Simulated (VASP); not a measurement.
Wanted: the native input for a VASP 6.6.1 run.

| Item | Value |
| --- | --- |
| Task | single point |
| Functional | LDA |
| Potentials or basis | VASP PAW LDA potentials, release 64 (Li_sv, Bi_d) |
| Cutoff | 520 eV |
| k mesh | 7 × 7 × 7 |
| Occupations | gaussian, width 0.05 eV |
| Spin | no spin polarisation |
| Dipole correction | no |
| Further INCAR settings | ALGO = Normal; EDIFF = 1e-06; NBANDS = 16 |

The structure of LiBi lies in POSCAR:

```
LiBi
1.0
    3.5015299956      0.0000000000      0.0000000000
    0.0000000000      3.5015299956      0.0000000000
    0.0000000000      0.0000000000      3.5015299956
Li Bi
1 1
Direct
    0.0000000000      0.0000000000      0.0000000000
    0.5000000000      0.5000000000      0.5000000000
```

One way to write it, as run:

INCAR

```
SYSTEM = LiBi
  PREC = Accurate
  ENCUT = 520
  EDIFF = 1E-6
  ISMEAR = 0
  SIGMA = 0.05
  LREAL = .False.
  LASPH = .True.
  NELM = 60
  ALGO = Normal
  ISIF = 2
  LWAVE = .False.
  LCHARG = .True.
  LELF = .True.
  LVHAR = .True.
  NBANDS = 16
```

KPOINTS

```
regular mesh
0
Gamma
  7 7 7
  0 0 0
```

Potentials or basis: VASP PAW LDA potentials, release 64 (Li_sv, Bi_d).

Run with:

```bash
$ cat potpaw_LDA.64/Li_sv/POTCAR potpaw_LDA.64/Bi_d/POTCAR > POTCAR
$ mpirun -np 1 vasp_std > vasp.out
```

Results of the run:

The band gap on the k mesh is zero (bands 9 and 10 overlap by 4.76 eV).

Caveat: spin-orbit coupling is left out, which moves the levels of the heavy elements.

It took 9 s on 1 thread of Intel(R) Xeon(R) Platinum 8259CL CPU @ 2.50GHz (Skylake/Cascade Lake) (shared host), peak memory 0.14 GiB.
